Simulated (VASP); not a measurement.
Wanted: the native input for a VASP 6.6.1 run.

| Item | Value |
| --- | --- |
| Task | single point |
| Functional | HSE06 |
| Potentials or basis | VASP PAW PBE potentials, release 64 (C) |
| Cutoff | 520 eV |
| k mesh | 1 × 1 × 1 |
| Occupations | fermi-dirac, width 0.05 eV |
| Spin | no spin polarisation |
| Dipole correction | no |
| Grid for exact exchange (PRECFOCK) | Fast |
| Further INCAR settings | LREAL = Auto; ALGO = Normal; EDIFF = 1e-06; NBANDS = 166 |
| Share of exact exchange | 0.25 |
| Screening parameter | 0.2079 1/Å |

C:

```
C
1.0
     7.53406    0.00000    0.00000
     0.00000    7.53406    0.00000
     0.00000    0.00000    7.53406
C
64
Direct
  0.95293 0.09797 0.05111
  0.93712 0.96929 0.58238
  0.74240 0.41056 0.40222
  0.01986 0.55388 0.51155
  0.57406 0.83768 0.90194
  0.34992 0.94054 0.14716
  0.48453 0.63936 0.97942
  0.44544 0.67058 0.37210
  0.14134 0.23142 0.13926
  0.03077 0.06316 0.74120
  0.98822 0.56000 0.00608
  0.06064 0.60698 0.69030
  0.50389 0.05085 0.64036
  0.55634 0.68819 0.58027
  0.65682 0.33771 0.92837
  0.66893 0.99526 0.37538
  0.35493 0.31214 0.87788
  0.45775 0.34774 0.38371
  0.04102 0.92713 0.10192
  0.22719 0.86839 0.48680
  0.80553 0.17568 0.16515
  0.51714 0.49942 0.66439
  0.76602 0.89064 0.83845
  0.47983 0.01419 0.43361
  0.23286 0.35755 0.02581
  0.32449 0.50266 0.42324
  0.21360 0.87962 0.00301
  0.28680 0.84373 0.67659
  0.86628 0.25084 0.34851
  0.66658 0.18167 0.62673
  0.97789 0.88955 0.27265
  0.74723 0.69612 0.56779
  0.28873 0.11942 0.20944
  0.21501 0.98614 0.80766
  0.17746 0.52958 0.02943
  0.32370 0.49364 0.62666
  0.68561 0.31790 0.09994
  0.82383 0.83495 0.67572
  0.73453 0.69853 0.19442
  0.91846 0.35136 0.75951
  0.39142 0.17015 0.34717
  0.35568 0.14176 0.76175
  0.05404 0.89455 0.44364
  0.51658 0.45841 0.86470
  0.79825 0.10169 0.48976
  0.87031 0.06834 0.86930
  0.83586 0.56289 0.48102
  0.86685 0.62809 0.10685
  0.05418 0.31903 0.30065
  0.06542 0.25683 0.71641
  0.77920 0.87170 0.26245
  0.95879 0.52919 0.81684
  0.60335 0.42155 0.24817
  0.59628 0.35342 0.53880
  0.52854 0.96050 0.06036
  0.23915 0.65944 0.73663
  0.13003 0.46287 0.38752
  0.25099 0.31553 0.70609
  0.36639 0.85348 0.35080
  0.27902 0.67521 0.94534
  0.55794 0.61148 0.20246
  0.76499 0.23363 0.79975
  0.67821 0.01927 0.17967
  0.48770 0.85477 0.70396
```

These files were run (other wordings do the same):

POSCAR

```
C
1.0
    7.5340620000      0.0000000000      0.0000000000
    0.0000000000      7.5340620000      0.0000000000
    0.0000000000      0.0000000000      7.5340620000
C
64
Direct
    0.9529290000      0.0979700000      0.0511080000
    0.9371210000      0.9692910000      0.5823820000
    0.7424040000      0.4105640000      0.4022210000
    0.0198590000      0.5538850000      0.5115490000
    0.5740620000      0.8376810000      0.9019370000
    0.3499210000      0.9405450000      0.1471550000
    0.4845270000      0.6393610000      0.9794200000
    0.4454370000      0.6705800000      0.3720950000
    0.1413360000      0.2314250000      0.1392570000
    0.0307680000      0.0631550000      0.7412010000
    0.9882160000      0.5599990000      0.0060840000
    0.0606400000      0.6069750000      0.6903050000
    0.5038870000      0.0508530000      0.6403580000
    0.5563380000      0.6881920000      0.5802710000
    0.6568220000      0.3377120000      0.9283740000
    0.6689340000      0.9952590000      0.3753820000
    0.3549280000      0.3121390000      0.8778800000
    0.4577520000      0.3477400000      0.3837080000
    0.0410200000      0.9271320000      0.1019160000
    0.2271930000      0.8683920000      0.4867960000
    0.8055280000      0.1756780000      0.1651490000
    0.5171400000      0.4994210000      0.6643880000
    0.7660200000      0.8906430000      0.8384480000
    0.4798260000      0.0141930000      0.4336120000
    0.2328640000      0.3575540000      0.0258110000
    0.3244860000      0.5026630000      0.4232390000
    0.2135990000      0.8796240000      0.0030080000
    0.2868020000      0.8437270000      0.6765940000
    0.8662810000      0.2508440000      0.3485140000
    0.6665820000      0.1816680000      0.6267320000
    0.9778940000      0.8895540000      0.2726540000
    0.7472320000      0.6961160000      0.5677930000
    0.2887310000      0.1194170000      0.2094390000
    0.2150100000      0.9861390000      0.8076600000
    0.1774570000      0.5295750000      0.0294260000
    0.3236960000      0.4936370000      0.6266570000
    0.6856100000      0.3179010000      0.0999380000
    0.8238290000      0.8349490000      0.6757220000
    0.7345320000      0.6985300000      0.1944190000
    0.9184560000      0.3513560000      0.7595100000
    0.3914190000      0.1701500000      0.3471730000
    0.3556750000      0.1417570000      0.7617530000
    0.0540410000      0.8945530000      0.4436390000
    0.5165750000      0.4584120000      0.8647050000
    0.7982510000      0.1016900000      0.4897630000
    0.8703060000      0.0683390000      0.8693050000
    0.8358560000      0.5628880000      0.4810160000
    0.8668540000      0.6280920000      0.1068480000
    0.0541750000      0.3190320000      0.3006540000
    0.0654160000      0.2568310000      0.7164080000
    0.7791960000      0.8716960000      0.2624470000
    0.9587870000      0.5291920000      0.8168370000
    0.6033450000      0.4215450000      0.2481690000
    0.5962760000      0.3534210000      0.5388000000
    0.5285420000      0.9605020000      0.0603640000
    0.2391520000      0.6594400000      0.7366310000
    0.1300320000      0.4628730000      0.3875160000
    0.2509860000      0.3155280000      0.7060860000
    0.3663920000      0.8534810000      0.3508020000
    0.2790170000      0.6752120000      0.9453440000
    0.5579410000      0.6114810000      0.2024630000
    0.7649880000      0.2336320000      0.7997480000
    0.6782070000      0.0192720000      0.1796700000
    0.4876990000      0.8547740000      0.7039630000
```

INCAR.step1

```
PREC = Accurate
ENCUT = 520
EDIFF = 1E-5
ISMEAR = -1
SIGMA = 0.05
LREAL = Auto
LASPH = True
NELM = 120
ALGO = Normal
ISIF = 2
LWAVE = True
LCHARG = False
GGA = PE
NBANDS = 166
GGA_COMPAT = False
```

INCAR.step2

```
PREC = Accurate
ENCUT = 520
EDIFF = 1E-6
ISMEAR = -1
SIGMA = 0.05
LREAL = Auto
LASPH = True
NELM = 120
ALGO = Normal
ISIF = 2
LWAVE = False
LCHARG = False
GGA = PE
LHFCALC = True
HFSCREEN = 0.2079
PRECFOCK = Fast
ISTART = 1
NBANDS = 166
GGA_COMPAT = False
```

KPOINTS

```
Automatic mesh
0
Gamma
  1 1 1
```

Potentials or basis: VASP PAW PBE potentials, release 64 (C).

Launch:

```bash
$ cat potpaw_PBE.64/C/POTCAR > POTCAR
$ cp INCAR.step1 INCAR
$ mpirun -np 1 vasp_gam > vasp.out
$ cp INCAR.step2 INCAR
$ mpirun -np 1 vasp_gam > vasp.out
```

It gave:

```json
{
  "Pressure": "-3.1 GPa",
  "Largest force": "0.604 eV/Å",
  "Band gap on the k mesh": "0.66 eV"
}
```

Caveat: the k points lie up to 0.83 Å⁻¹ apart, too coarse for converged energies, forces and pressures; the PAW data sets were made with another functional, which shifts forces and pressure a little.

Wall time 19 min on 1 thread of Oxide Virtual Turin-like Processor, with other jobs on the host, peak memory 0.51 GiB.
